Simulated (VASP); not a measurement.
Input of a VASP 6.6.1 run:

Contents of INCAR:

```
SYSTEM = ZnSe2
PREC = Accurate ; ENCUT = 520
EDIFF = 1E-7 ; ISMEAR = 0
SIGMA = 0.05 ; LREAL = .FALSE.
LASPH = .TRUE. ; NELM = 60
ALGO = Normal ; ISIF = 2
LWAVE = .FALSE. ; LCHARG = .FALSE.
GGA = PS ; NBANDS = 60
```

KPOINTS

```
Automatic mesh
0
G
  6 6 6
  0 0 0
```

POSCAR

```
ZnSe2
1.0
    6.4010414972      0.0000000000      0.0000000000
    0.0000000000      6.4010414972      0.0000000000
    0.0000000000      0.0000000000      6.4010414972
Zn Se
4 8
Direct
    0.5000000000      0.5000000000      0.0000000000
    0.5000000000      0.0000000000      0.5000000000
    0.0000000000      0.5000000000      0.5000000000
    0.0000000000      0.0000000000      0.0000000000
    0.1099579274      0.8900420726      0.3900420726
    0.8900420726      0.3900420726      0.1099579274
    0.3900420726      0.1099579274      0.8900420726
    0.6099579274      0.6099579274      0.6099579274
    0.8900420726      0.1099579274      0.6099579274
    0.1099579274      0.6099579274      0.8900420726
    0.6099579274      0.8900420726      0.1099579274
    0.3900420726      0.3900420726      0.3900420726
```

Potentials or basis: VASP PAW PBE potentials, release 64 (Zn, Se).

Run with:

```sh
$ cat potpaw_PBE.64/Zn/POTCAR potpaw_PBE.64/Se/POTCAR > POTCAR
$ mpirun -np 1 vasp_std > vasp.out
```

Task: What does it give for the pressure?

Result: -4.7 GPa.

Task: Estimate the largest force.

Result: 0.344 eV/Å.

Task: Predict the band gap on the k mesh.

Result: 0.60 eV (least direct gap 0.85 eV).

Forces on the atoms (eV/Å):
```
Zn   0.000  0.000  0.000
Zn   0.000  0.000  0.000
Zn   0.000  0.000  0.000
Zn   0.000  0.000  0.000
Se  -0.198  0.198  0.198
Se   0.198  0.198 -0.198
Se   0.198 -0.198  0.198
Se  -0.198 -0.198 -0.198
Se   0.198 -0.198 -0.198
Se  -0.198 -0.198  0.198
Se  -0.198  0.198 -0.198
Se   0.198  0.198  0.198
```

Caveat: the cell stands under tension; the PAW data sets were made with another functional, which shifts forces and pressure a little. A k mesh can miss the band edges.
